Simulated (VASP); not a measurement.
CuH8:

```
CELL_PARAMETERS angstrom
4.17847 0.00000 0.00000
0.00000 4.17847 0.00000
0.00000 0.00000 4.42197
ATOMIC_POSITIONS crystal
Cu 0.00000 0.00000 0.00000
H 0.32945 0.00000 0.00000
H 0.67055 0.00000 0.00000
H 0.00000 0.32945 0.00000
H 0.00000 0.67055 0.00000
H 0.27769 0.50000 0.50000
H 0.72231 0.50000 0.50000
H 0.50000 0.27769 0.50000
H 0.50000 0.72231 0.50000
```

The cell was generated, and may not be a known phase.

| Quantity | Value |
| --- | --- |
| Program | VASP 6.6.1 |
| Task | relaxation of cell and atoms |
| Functional | PBE |
| Potentials or basis | VASP PAW PBE potentials, release 64 (Cu_sv_GW, H_h) |
| Cutoff | 1230 eV |
| k mesh | 4 × 4 × 4 |
| Occupations | gaussian, width 0.1 eV |
| Spin | no spin polarisation |

At the start: pressure 4.3 GPa; volume 8.58 Å³/atom.

Problem. How do energy, volume and symmetry change on relaxing?

Solution. Over 18 steps the energy falls by 253.7 meV/atom and the volume is 8.18 Å³/atom (-4.6 %); space group P4/mmm (No. 123, to 0.1 Å) before and after.

Step by step:
```tsv
step	energy change (eV)	largest force (eV/Å)	pressure (GPa)	volume (Å³)
1	0.0000	3.4440	4.29	77.21
2	-1.5398	1.5541	-4.45	79.79
3	-2.0465	0.9165	-4.66	81.42
4	2.2200	20.4583	10.08	84.72
5	-2.0826	0.7054	-4.43	81.54
6	-2.1119	0.3161	-3.89	81.88
7	-1.4834	4.5556	0.61	83.30
8	-2.1125	0.3110	-3.69	81.97
9	-2.1750	0.8087	-1.51	79.31
10	-2.1750	0.7774	-1.56	79.40
11	-2.2324	0.2900	-0.96	77.63
12	-2.2425	0.2807	-0.57	76.53
13	-2.2536	0.2248	-0.55	76.13
14	-2.2746	0.1593	-0.50	74.93
15	-2.2651	0.4416	-0.17	72.55
16	-2.2788	0.2542	-0.39	74.06
17	-2.2817	0.1984	0.27	73.36
18	-2.2837	0.0194	0.03	73.62
```

Final structure:
```xyz
9
Lattice="4.0785 0.0000 0.0000 0.0000 4.0785 0.0000 0.0000 0.0000 4.4260" Properties=species:S:1:pos:R:3 pbc="T T T"
Cu    0.0000    0.0000    0.0000
H     1.6240    0.0000    0.0000
H     2.4545    0.0000    0.0000
H     0.0000    1.6240    4.4260
H     0.0000    2.4545    0.0000
H     1.1602    2.0393    2.2130
H     2.9184    2.0393    2.2130
H     2.0393    1.1602    2.2130
H     2.0393    2.9184    2.2130
```

Caveat: the k points lie up to 0.39 Å⁻¹ apart in the final cell, too coarse for converged energies and pressures of a metal; an odd number of electrons without spin polarisation forces a metal; a magnetic or distorted state may lie lower.
